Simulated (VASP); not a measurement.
Set up this calculation in VASP 6.6.1, as the native input.

```
Task                   : single point
Functional             : revPBE
Dispersion             : D3(BJ)
Potentials or basis    : VASP PAW PBE potentials, release 64 (Zr_sv)
Cutoff                 : 500 eV
k mesh                 : 6 × 6 × 4
Occupations            : gaussian, width 0.1 eV
Spin                   : no spin polarisation
Dipole correction      : no
Further INCAR settings : ALGO = Normal; EDIFF = 1e-06; NBANDS = 19
```

The structure of Zr lies in POSCAR:

```
Zr
1.0
    3.1900000000      0.0000000000      0.0000000000
   -1.5950000000      2.7626210000      0.0000000000
    0.0000000000      0.0000000000      5.1100000000
Zr
2
Direct
    0.3333333000      0.6666667000      0.2500000000
    0.6666667000      0.3333333000      0.7500000000
```

These files were run (other wordings do the same):

INCAR

```
  PREC = Accurate
  ENCUT = 500
  EDIFF = 1E-6
  ISMEAR = 0
  SIGMA = 0.1
  LREAL = F
  LASPH = T
  NELM = 120
  ALGO = Normal
  ISIF = 2
  LWAVE = F
  LCHARG = F
  GGA = RE
  IVDW = 12
  NBANDS = 19
  GGA_COMPAT = F
```

KPOINTS

```
regular mesh
0
Gamma
  6 6 4
```

Potentials or basis: VASP PAW PBE potentials, release 64 (Zr_sv).

The run is started by

```bash
$ cat potpaw_PBE.64/Zr_sv/POTCAR > POTCAR
$ mpirun -np 1 vasp_std > vasp.out
```

It gave:

| Item | Value |
| --- | --- |
| Pressure | -2.1 GPa |
| Band gap on the k mesh | zero (band 12 reaches 10.32 eV, above the bottom of band 13 at 9.43 eV) |
| Dispersion energy per atom | -0.979 eV |

Caveat: the k points lie up to 0.38 Å⁻¹ apart; the PAW data sets were made with another functional, which shifts forces and pressure a little; pairwise dispersion overbinds metals, which lowers pressure and volume.

Run time: 21 s on 1 thread of Intel Xeon 8259CL, with other jobs on the host, peak memory 0.17 GiB.
